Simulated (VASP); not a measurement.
Wanted: the native input for a VASP 6.6.1 run.

- Task: relaxation of cell and atoms
- Functional: LDA
- Potentials or basis: VASP PAW LDA potentials, release 64 (Hf_pv, O)
- Cutoff: 600 eV
- k mesh: 8 × 8 × 8
- Occupations: gaussian, width 0.01 eV
- Spin: no spin polarisation
- Dipole correction: no
- Further INCAR settings: ALGO = Normal; EDIFF = 1e-06; IBRION = 2; EDIFFG = -0.001; NSW = 80; ISIF = 3

The structure of HfO2 lies in POSCAR:

```
HfO2
1.0
    0.0000000000      2.5005395269      2.5005395269
    2.5005395269      0.0000000000      2.5005395269
    2.5005395269      2.5005395269      0.0000000000
Hf O
1 2
Direct
    0.0000000000      0.0000000000      0.0000000000
    0.2500000000      0.2500000000      0.2500000000
    0.7500000000      0.7500000000      0.7500000000
```

These files were run (other wordings do the same):

INCAR

```
SYSTEM = HfO2
  ALGO = Normal
  EDIFF = 1E-6
  EDIFFG = -0.001
  ENCUT = 600
  GGA = CA
  IBRION = 2
  ISIF = 3
  ISMEAR = 0
  LASPH = .True.
  LCHARG = .False.
  LREAL = .False.
  LWAVE = .False.
  NELM = 80
  NSW = 80
  PREC = Accurate
  SIGMA = 0.01
```

KPOINTS

```
k-points
0
Gamma
  8 8 8
  0 0 0
```

Potentials or basis: VASP PAW LDA potentials, release 64 (Hf_pv, O).

Run with:

```bash
$ cat potpaw_LDA.64/Hf_pv/POTCAR potpaw_LDA.64/O/POTCAR > POTCAR
$ mpirun -np 1 vasp_std > vasp.out
```

It gave:

```json
{
  "Relaxed volume": "10.29 Å³/atom",
  "Relaxed cell": "a = 3.522 Å, b = 3.522 Å, c = 3.522 Å, α = 60.00°, β = 60.00°, γ = 60.00°",
  "Space group after relaxing (to 0.05 Å)": "Fm-3m (No. 225)",
  "Energy gained by relaxing": "1.4 meV/atom",
  "Ionic steps": "3",
  "Pressure after relaxing": "0.0 GPa",
  "Band gap on the k mesh": "3.74 eV, direct"
}
```

Caveat: spin-orbit coupling is left out, which moves the levels of the heavy elements.

It took 18 s on 1 thread of Intel(R) Xeon(R) Platinum 8488C (Sapphire Rapids), with other jobs on the host, peak memory 0.16 GiB.
